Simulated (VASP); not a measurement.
Runs of VASP 6.6.1 on WS2. The structure is that of space group R3m (No. 160), or close to it. The cells are those of the table. 

| task | cell | gap on the mesh (eV) | pressure (GPa) | largest force (eV/Å) |
| --- | --- | --- | --- | --- |
| single point | a = 6.412 Å, angles 27.6°, 3 atoms | 1.07 | 7.8 | 0.85 |
| electric field gradients | a = 6.412 Å, angles 27.6°, 3 atoms | 1.07 | 7.8 | 0.85 |
| single point | a = 6.422 Å, angles 28.2°, 3 atoms | 1.02 | (c) | 0.62 |
| electric field gradients | a = 6.384 Å, angles 28.4°, 3 atoms | 0.99 | 0.2 | 0.62 |
| electric field gradients | a = 6.486 Å, angles 28.2°, 3 atoms | 1.04 | (b) | 0.81 |
| electric field gradients | a = 6.449 Å, angles 28.4°, 3 atoms | 1.01 | (a) | 0.68 |
| electric field gradients | a = 6.605 Å, angles 27.7°, 3 atoms | 1.10 | -8.0 | 1.36 |
| single point | a = 6.438 Å, angles 29.0°, 3 atoms | 0.98 | (d) | 0.91 |

Alike in all rows: level LDA; potentials or basis VASP PAW LDA potentials, release 64 (W_sv, S); no spin polarisation; k mesh 13 × 13 × 13; cutoff (eV) 520; smearing fermi-dirac 0.08 eV.

Question: Estimate the missing entries.

Answer: (a) -4.9; (b) -5.0; (c) 0.1; (d) -9.0.

Caveats: spin-orbit coupling is left out, which moves the levels of the heavy elements; the cell stands under tension (at least some runs); the cell stands under pressure (at least some runs); the stress differs along the axes, from -11 to -6 GPa (at least some runs); forces of over 1 eV/Å act on the atoms, so gaps and moduli don't describe the material at rest (at least some runs).

A k mesh can miss the band edges, and the runs leave out spin-orbit coupling on W.
